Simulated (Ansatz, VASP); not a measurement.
# Two plane-wave programs on NiGe3

```
CELL_PARAMETERS angstrom
4.11417 0.00000 0.00000
0.00000 4.11417 0.00000
0.00000 0.00000 4.11417
ATOMIC_POSITIONS crystal
Ge 0.00000 0.50000 0.50000
Ge 0.50000 0.00000 0.50000
Ge 0.50000 0.50000 0.00000
Ni 0.00000 0.00000 0.00000
```

Alike in both runs: task single point; functional PBE; k mesh 10 × 10 × 10; occupations gaussian, width 0.1 eV; collinear spin.

|  | VASP | Ansatz |
| --- | --- | --- |
| version | VASP 6.6.1 | Ansatz 0.2.0 |
| potentials or method | VASP PAW PBE potentials, release 64 (Ge_d, Ni), cutoff 520 eV | scalar-relativistic, plane waves, PAW |
| valence electrons in the cell | 52 | 60 |

```csv
,VASP,Ansatz,Ansatz less VASP
gap on the k mesh at the Fermi level (eV),none,none,-
pressure (GPa),-4.2,-4.2,-0.07
net moment per atom (μB),0.00,0.00,0.000
```

A gap of «none» marks a metal or a gap that the smearing closes. VASP's potentials hold 52 valence electrons a cell and Ansatz's 60, so a difference there can come from the potentials and not from the codes. Ansatz's warnings: seeded moment not kept.
